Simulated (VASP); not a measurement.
# RbOs3 (Pmm2) in VASP: further runs

Runs on RbOs3. Level: PBE. Tasks: relaxation of cell and atoms, single point.

Program: VASP 6.6.1. These are calculated values, not measurements. Logs are shortened: lines on timing, memory, paths and dates and some standing lists are left out, and cuts for length are marked.

## (1) The cell of the first run

Symmetry: Pmm2, No. 25, orthorhombic system. The conventional cell has a = 3.712 Å, b = 5.054 Å, c = 6.323 Å, α = 90.00°, β = 90.00°, γ = 90.00°. Rb (site symmetry mm2) has 12 Os at 3.54 to 4.59 Å and 2 Rb at 3.71 Å within 4.7 Å. Os (site symmetry m) has 4 Os at 2.36 to 2.69 Å within 3.1 Å. Within 3.2 Å of Os (site symmetry mm2) lie 4 Os at 2.43 Å.

The cell was generated, and may not be a known phase.

## (2) Relaxation of cell and atoms, PBE

INCAR reads:

```
PREC = Accurate ; ENCUT = 600
EDIFF = 1E-6 ; ISMEAR = 0
SIGMA = 0.1 ; LREAL = F
LASPH = T ; NELM = 100
ALGO = Fast ; ISIF = 3
LWAVE = F ; LCHARG = F
GGA = PE ; IBRION = 2
NSW = 90 ; EDIFFG = -0.04
```

KPOINTS reads:

```
regular mesh
0
Gamma
  6 4 4
```

POSCAR reads:

```
RbOs3
1.0
    3.7123698196      0.0000000000      0.0000000000
    0.0000000000      5.0535132944      0.0000000000
    0.0000000000      0.0000000000      6.3227443431
Rb Os
1 3
Direct
    0.0000000000      0.0000000000      0.8794099090
    0.5000000000      0.2334009973      0.3593184216
    0.5000000000      0.7665990027      0.3593184216
    0.0000000000      0.5000000000      0.4864075342
```

Potentials or basis: VASP PAW PBE potentials, release 64 (Rb_sv, Os).

Command:

```bash
$ cat potpaw_PBE.64/Rb_sv/POTCAR potpaw_PBE.64/Os/POTCAR > POTCAR
$ mpirun -np 1 vasp_std > vasp.out
```

OUTCAR:

```text
PREC = Accurate
   ENCUT = 600
   EDIFF = 1E-6
   ISMEAR = 0
   LREAL = F
   LASPH = T
   NELM = 100
   ISIF = 3
   GGA = PE
   IBRION = 2
   NSW = 90
   EDIFFG = -0.04

 ion  position               nearest neighbor table
   1  0.000  0.000  0.879-   4 3.54   4 3.54   2 3.75   3 3.75   2 3.75   3 3.75   3 3.96   2 3.96
                             2 3.96   3 3.96   4 4.59   4 4.59
   2  0.500  0.233  0.359-   3 2.36   4 2.43   4 2.43   3 2.69   1 3.75   1 3.75   1 3.96   1 3.96

   3  0.500  0.767  0.359-   2 2.36   4 2.43   4 2.43   2 2.69   1 3.75   1 3.75   1 3.96   1 3.96

   4  0.000  0.500  0.486-   2 2.43   3 2.43   2 2.43   3 2.43   1 3.54   1 3.54   1 4.59   1 4.59

  LATTYP: Found a simple orthorhombic cell.
 ALAT       =     3.7123698196
 B/A-ratio  =     1.3612634355
 C/A-ratio  =     1.7031558412

  Lattice vectors:

 A1 = (   3.7123698196,   0.0000000000,   0.0000000000)
 A2 = (   0.0000000000,   5.0535132944,   0.0000000000)
 A3 = (   0.0000000000,   0.0000000000,   6.3227443431)

Analysis of symmetry for initial positions (statically):
=====================================================================
 Subroutine PRICEL returns:
 Original cell was already a primitive cell.

 Routine SETGRP: Setting up the symmetry group for a
 simple orthorhombic supercell.

 Subroutine GETGRP returns: Found  4 space group operations
 (whereof  4 operations were pure point group operations)
 out of a pool of  8 trial point group operations.

The static configuration has the point symmetry C_2v.

Analysis of symmetry for dynamics (positions and initial velocities):
=====================================================================
 Subroutine PRICEL returns:
 Original cell was already a primitive cell.

 Routine SETGRP: Setting up the symmetry group for a
 simple orthorhombic supercell.

 Subroutine GETGRP returns: Found  4 space group operations
 (whereof  4 operations were pure point group operations)
 out of a pool of  8 trial point group operations.

The dynamic configuration has the point symmetry C_2v.

 Subroutine INISYM returns: Found  4 space group operations
 (whereof  4 operations are pure point group operations),
 and found     1 'primitive' translations

----------------------------------------------------------------------------------------

                                     Primitive cell

  volume of cell :     118.6179

  direct lattice vectors                    reciprocal lattice vectors
     3.712369820  0.000000000  0.000000000     0.269369715  0.000000000  0.000000000
     0.000000000  5.053513294  0.000000000     0.000000000  0.197882135  0.000000000
     0.000000000  0.000000000  6.322744343     0.000000000  0.000000000  0.158159170

  length of vectors
     3.712369820  5.053513294  6.322744343     0.269369715  0.197882135  0.158159170

  position of ions in fractional coordinates (direct lattice)
     0.000000000  0.000000000  0.879409909
     0.500000000  0.233400997  0.359318422
     0.500000000  0.766599003  0.359318422
     0.000000000  0.500000000  0.486407534

  ion indices of the primitive-cell ions
   primitive index   ion index
                 1           1
                 2           2
                 3           3
                 4           4

----------------------------------------------------------------------------------------

 KPOINTS: regular mesh

Automatic generation of k-mesh.
 Grid dimensions read from file:
 generate k-points for:    6    4    4

 Generating k-lattice:

  Cartesian coordinates                     Fractional coordinates (reciprocal lattice)
     0.044894952  0.000000000  0.000000000     0.166666667  0.000000000  0.000000000
     0.000000000  0.049470534  0.000000000     0.000000000  0.250000000  0.000000000
     0.000000000  0.000000000  0.039539793     0.000000000  0.000000000  0.250000000

  Length of vectors
     0.044894952  0.049470534  0.039539793

  Shift w.r.t. Gamma in fractional coordinates (k-lattice)
     0.000000000  0.000000000  0.000000000

 Subroutine IBZKPT returns following result:
 ===========================================

 Found     36 irreducible k-points:

 Following reciprocal coordinates:
            Coordinates               Weight
  0.000000  0.000000  0.000000      1.000000
  0.166667  0.000000  0.000000      2.000000
  0.333333  0.000000  0.000000      2.000000
  0.500000  0.000000  0.000000      1.000000
  0.000000  0.250000  0.000000      2.000000
  0.166667  0.250000  0.000000      4.000000
[... 16 lines left out ...]
  0.333333  0.500000  0.250000      4.000000
  0.500000  0.500000  0.250000      2.000000
 [... further k-points ...]
   k-points           NKPTS =     36   k-points in BZ     NKDIM =     36   number of bands    NBANDS=     20
   number of dos      NEDOS =    301   number of ions     NIONS =      4
   total plane-waves  NPLWV =  64800
   dimension x,y,z NGX =    30 NGY =   40 NGZ =   54
   dimension x,y,z NGXF=    60 NGYF=   80 NGZF=  108
   ions per type =               1   3
   NGX,Y,Z   is equivalent  to a cutoff of  13.43, 13.16, 14.20 a.u.
   NGXF,Y,Z  is equivalent  to a cutoff of  26.87, 26.32, 28.40 a.u.
 SYSTEM =  unknown system
   PREC   = accura    normal or accurate (medium, high low for compatibility)
   ISTART =      0    job   : 0-new  1-cont  2-samecut
   ICHARG =      2    charge: 1-file 2-atom 10-const
   ISPIN  =      1    spin polarized calculation?
   LNONCOLLINEAR =      F non collinear calculations
   LSORBIT =      F    spin-orbit coupling
   LASPH  =      T    aspherical Exc in radial PAW
   ENCUT  =  600.0 eV  44.10 Ry    6.64 a.u.   7.41 10.09 12.63*2*pi/ulx,y,z
   NELM   =    100;   NELMIN=  2; NELMDL= -5     # of ELM steps
   EDIFF  = 0.1E-05   stopping-criterion for ELM
   LREAL  =      F    real-space projection
   EDIFFG = -.4E-01   stopping-criterion for IOM
   NSW    =     90    number of steps for IOM
   IBRION =      2    ionic relax: 0-MD 1-quasi-New 2-CG
   NFREE  =      1    steps in history (QN), initial steepest desc. (CG)
   ISIF   =      3    stress and relaxation
   ISYM   =      2    0-nonsym 1-usesym 2-fastsym
   POTIM  = 0.5000    time-step for ionic-motion
   TEBEG  =    0.0;   TEEND  =   0.0 temperature during run
   PSTRESS=    0.0 pullay stress
   NELECT =      33.0000    total number of electrons
   NUPDOWN=      -1.0000    fix difference up-down
   EMIN   =  10.00;   EMAX   =-10.00  energy-range for DOS
   EFERMI =   0.00;   METHOD = LEGACY
   ISMEAR =     0;   SIGMA  =   0.10  broadening in eV -4-tet -1-fermi 0-gaus
   EFERMI_NEDOS =   21; number of points for ismear=-14 and -15
   IALGO  =     68    algorithm
   IMIX   =      4    mixing-type and parameters
     AMIX     =   0.40;   BMIX     =  1.00
     AMIX_MAG =   1.60;   BMIX_MAG =  1.00
  volume/ion in A,a.u.               =      29.65       200.12
  Fermi-wavevector in a.u.,A,eV,Ry     =   1.068717  2.019582 15.539976  1.142156
  Thomas-Fermi vector in A             =   2.204374
   LORBIT       =      0    0 simple, 1 ext, 2 COOP (PROOUT), +10 PAW based schemes
   GGA     = PE    functional components
   LHFCALC =     F    Hartree Fock is set to
   AEXX    =    0.0000 exact exchange contribution
   IVDW    =     0    specifies the selected vdW correction
   LEPSILON=     F    determine dielectric tensor
   LRPA    =     F    only Hartree local field effects (RPA)
 conjugate gradient relaxation of ions
 non-spin polarized calculation
 RMM-DIIS sequential band-by-band and
 Gauss-broadening in eV      SIGMA  =   0.10
  energy-cutoff  :      600.00
  volume of cell :      118.62
 maximum number of plane-waves:      3990
 NGX is ok and might be reduce to    30
   NGX = 15   NGY = 21   NGZ = 25

--------------------------------------- Ionic step        1  -------------------------------------------

 number of electron      33.0000001 magnetization

 Free energy of the ion-electron system (eV)
  ---------------------------------------------------
  ext. energy  EPLUGINS =         0.00000000
  ---------------------------------------------------
  free energy    TOTEN  =       -29.08599023 eV

  energy without entropy =      -29.05529389  energy(sigma->0) =      -29.07064206

------------------------ aborting loop because EDIFF is reached ----------------------------------------

  FORCE on cell =-STRESS in cart. coord.  units (eV):
  Direction    XX          YY          ZZ          XY          YZ          ZX
  --------------------------------------------------------------------------------------
  -------------------------------------------------------------------------------------
  Total       -0.4547836     -0.1681919      0.0028150      0.0000000      0.0000000      0.0000000
  in kB       -6.1427818     -2.2717747      0.0380225      0.0000000      0.0000000      0.0000000
  external PRESSURE =      -2.7921780 kB  Pullay stress =       0.0000000 kB

 VOLUME and BASIS-vectors are now :
 -----------------------------------------------------------------------------
  energy-cutoff  :      600.00
  volume of cell :      118.62
      direct lattice vectors                 reciprocal lattice vectors
     3.712369820  0.000000000  0.000000000     0.269369715  0.000000000  0.000000000
     0.000000000  5.053513294  0.000000000     0.000000000  0.197882135  0.000000000
     0.000000000  0.000000000  6.322744343     0.000000000  0.000000000  0.158159170
[... 191 lines left out ...]
 POSITION                                       TOTAL-FORCE (eV/Angst)
 -----------------------------------------------------------------------------------
      3.66669      0.00000      5.56523        -0.000000      0.000000     -0.021347
      1.83334      1.17892      2.27052         0.000000     -0.068388     -0.009941
      1.83334      3.89607      2.27052        -0.000000      0.068388     -0.009941
      3.66669      2.53749      3.08893        -0.000000      0.000000      0.041228
 -----------------------------------------------------------------------------------
    total drift:                                0.000000     -0.000000      0.000123

  FREE ENERGIE OF THE ION-ELECTRON SYSTEM (eV)
  ---------------------------------------------------
  free  energy   TOTEN  =       -29.0891554918 eV

  energy  without entropy=      -29.0580765677  energy(sigma->0) =      -29.07361603

--------------------------------------- Ionic step        7  -------------------------------------------

 number of electron      33.0000000 magnetization

 Free energy of the ion-electron system (eV)
  ---------------------------------------------------
  ext. energy  EPLUGINS =         0.00000000
  ---------------------------------------------------
  free energy    TOTEN  =       -29.08937592 eV

  energy without entropy =      -29.05838449  energy(sigma->0) =      -29.07388020

 E-fermi :   2.2424     XC(G=0):  -9.1802

 val. band max:        2.2364393142   @ k =   0.5000   0.2500   0.2500
 cond. band min:       2.2460483424   @ k =   0.5000   0.2500   0.5000
 fundamental gap:      0.0096090282
 Fermi energy:         2.2424043231

 k-point     1 :       0.0000    0.0000    0.0000
  band No.  band energies     occupation
      1     -24.8022      2.00000
      2      -8.9236      2.00000
      3      -8.9140      2.00000
      4      -8.6073      2.00000
      5      -5.3607      2.00000
      6      -3.2300      2.00000
[... 12 lines left out ...]
     19       3.1550      0.00000
     20       3.6462      0.00000
[... 507 lines left out ...]
 k-point    24 :       0.5000    0.5000    0.2500
  band No.  band energies     occupation
      1     -24.7314      2.00000
      2      -9.4000      2.00000
      3      -8.8671      2.00000
      4      -8.7863      2.00000
      5      -2.1117      2.00000
      6      -2.0180      2.00000
[... 12 lines left out ...]
     19       2.7456      0.00000
     20       3.9001      0.00000

 [... further k-points ...]

------------------------ aborting loop because EDIFF is reached ----------------------------------------

  FORCE on cell =-STRESS in cart. coord.  units (eV):
  Direction    XX          YY          ZZ          XY          YZ          ZX
  --------------------------------------------------------------------------------------
  -------------------------------------------------------------------------------------
  Total        0.0015988     -0.0092969      0.0361522      0.0000000      0.0000000      0.0000000
  in kB        0.0217231     -0.1263212      0.4912158      0.0000000      0.0000000      0.0000000
  external PRESSURE =       0.1288726 kB  Pullay stress =       0.0000000 kB

 VOLUME and BASIS-vectors are now :
 -----------------------------------------------------------------------------
  energy-cutoff  :      600.00
  volume of cell :      117.92
      direct lattice vectors                 reciprocal lattice vectors
     3.674256036  0.000000000  0.000000000     0.272163940  0.000000000  0.000000000
     0.000000000  5.070418182  0.000000000     0.000000000  0.197222392  0.000000000
     0.000000000  0.000000000  6.329353388     0.000000000  0.000000000  0.157994022

 POSITION                                       TOTAL-FORCE (eV/Angst)
 -----------------------------------------------------------------------------------
      0.00000      0.00000      5.56482         0.000000      0.000000     -0.019490
      1.83713      1.17704      2.27041         0.000000     -0.002816      0.003363
      1.83713      3.89338      2.27041         0.000000      0.002816      0.003363
      0.00000      2.53521      3.08760         0.000000      0.000000      0.012764
 -----------------------------------------------------------------------------------
    total drift:                                0.000000      0.000000      0.000665

  FREE ENERGIE OF THE ION-ELECTRON SYSTEM (eV)
  ---------------------------------------------------
  free  energy   TOTEN  =       -29.0893759156 eV

  energy  without entropy=      -29.0583844882  energy(sigma->0) =      -29.07388020

 reached required accuracy - stopping structural energy minimisation
```

Wall time 6.4 min (1 thread of AMD EPYC 7R13 (Zen 3), shared host); peak memory 0.29 GiB.

Results:

```yaml
Free_energy: -29.0894 eV
Relaxed_volume: 29.48 Å³/atom
Relaxed_cell: a = 3.674 Å, b = 5.070 Å, c = 6.329 Å, α = 90.00°, β = 90.00°, γ = 90.00°
Space_group_after_relaxing_to_0.1_Å: Pmm2 (No. 25)
Energy_gained_by_relaxing: 0.8 meV/atom
Ionic_steps: 7
Pressure_after_relaxing: 0.0 GPa
Largest_force_after_relaxing: 0.019 eV/Å
Band_gap_on_the_k_mesh: zero (an odd number of electrons rules out a gap without spin polarisation)
```

Forces on the atoms (eV/Å):
```
Rb   0.000  0.000 -0.019
Os   0.000 -0.003  0.003
Os   0.000  0.003  0.003
Os   0.000  0.000  0.013
```

Step by step:
```csv
step,energy change (eV),largest force (eV/Å),pressure (GPa),volume (Å³)
1,0.0000,0.1409,-0.28,118.62
2,-0.0012,0.1142,0.46,117.73
3,-0.0016,0.0978,0.19,118.04
4,-0.0029,0.1096,-0.15,118.10
5,-0.0029,0.0987,-0.12,118.10
6,-0.0032,0.0691,0.10,117.80
7,-0.0034,0.0195,0.01,117.92
```

Final structure:
```
Rb Os
1.0
     3.67426    0.00000    0.00000
     0.00000    5.07042    0.00000
     0.00000    0.00000    6.32935
Rb Os
1 3
Direct
  0.00000 0.00000 0.87921
  0.50000 0.23214 0.35871
  0.50000 0.76786 0.35871
  0.00000 0.50000 0.48782
```

Caveat: spin-orbit coupling is left out, which moves the levels of the heavy elements.

## (3) Single point, PBE

INCAR reads:

```
SYSTEM = RbOs3
PREC = Accurate ; ENCUT = 520
EDIFF = 1E-6 ; ISMEAR = 0
SIGMA = 0.1 ; LREAL = .False.
LASPH = .True. ; NELM = 60
ALGO = Fast ; ISIF = 2
LWAVE = .False. ; LCHARG = .False.
GGA = PE ; NBANDS = 24
```

KPOINTS reads:

```
regular mesh
0
Gamma
  12 10 8
  0 0 0
```

POSCAR reads:

```
RbOs3
1.0
    3.6974189411      0.0000000000      0.0000000000
    0.0000000000      5.0569584776      0.0000000000
    0.0000000000      0.0000000000      6.3339975225
Rb Os
1 3
Direct
    0.0000000000      0.0000000000      0.8782258729
    0.5000000000      0.2329967774      0.3588540344
    0.5000000000      0.7670032226      0.3588540344
    0.0000000000      0.5000000000      0.4885203448
```

Potentials or basis: VASP PAW PBE potentials, release 64 (Rb_sv, Os).

Command:

```bash
$ cat potpaw_PBE.64/Rb_sv/POTCAR potpaw_PBE.64/Os/POTCAR > POTCAR
$ mpirun -np 1 vasp_std > vasp.out
```

It took 9.9 min on 1 thread of AMD EPYC 7R13 (Zen 3), shared host; peak memory 0.6 GiB.

The run converged. Its results:

```yaml
Free_energy: -29.0780 eV
Pressure: -0.4 GPa
Largest_force: 0.070 eV/Å
Band_gap_on_the_k_mesh: zero (an odd number of electrons rules out a gap without spin polarisation)
```

Forces in eV/Å, atoms in the order of the input:
```
Rb   0.000  0.000 -0.001
Os   0.000 -0.060  0.034
Os   0.000  0.060  0.034
Os   0.000  0.000 -0.068
```

Stress tensor (GPa, compression positive):
```
-0.44  0.00  0.00
 0.00 -0.51  0.00
 0.00  0.00 -0.13
```

Levels at points of the mesh, in eV from the Fermi level:
| k point | band 12 | band 13 | band 14 | band 15 | band 16 | band 17 | band 18 | band 19 | band 20 | band 21 |
| --- | --- | --- | --- | --- | --- | --- | --- | --- | --- | --- |
| (0.00, 0.00, 0.00) | -1.53 | -1.46 | -0.73 | -0.51 | 0.35 | 0.52 | 0.71 | 0.95 | 1.49 | 2.97 |
| (0.50, 0.00, 0.00) | -2.24 | -1.51 | -0.90 | -0.37 | 0.13 | 0.48 | 0.57 | 1.41 | 1.81 | 2.51 |
| (0.00, 0.50, 0.00) | -2.34 | -2.24 | -1.55 | -1.16 | -0.76 | -0.13 | 0.42 | 1.34 | 1.71 | 1.88 |
| (0.50, 0.50, 0.00) | -2.02 | -1.99 | -1.79 | -1.21 | -1.20 | -0.98 | -0.37 | 0.51 | 1.77 | 2.06 |
| (0.00, 0.00, 0.50) | -1.49 | -1.42 | -1.15 | -0.90 | -0.08 | 0.35 | 0.52 | 1.06 | 1.49 | 3.15 |
| (0.50, 0.00, 0.50) | -2.19 | -1.64 | -0.86 | -0.29 | -0.03 | 0.44 | 0.59 | 1.42 | 1.80 | 2.73 |
| (0.00, 0.50, 0.50) | -2.44 | -2.02 | -1.54 | -1.12 | -0.77 | -0.35 | 0.21 | 1.36 | 1.69 | 1.90 |
| (0.50, 0.50, 0.50) | -2.20 | -1.90 | -1.84 | -1.36 | -1.20 | -0.93 | -0.27 | 0.54 | 1.57 | 2.15 |

Caveat: spin-orbit coupling is left out, which moves the levels of the heavy elements.
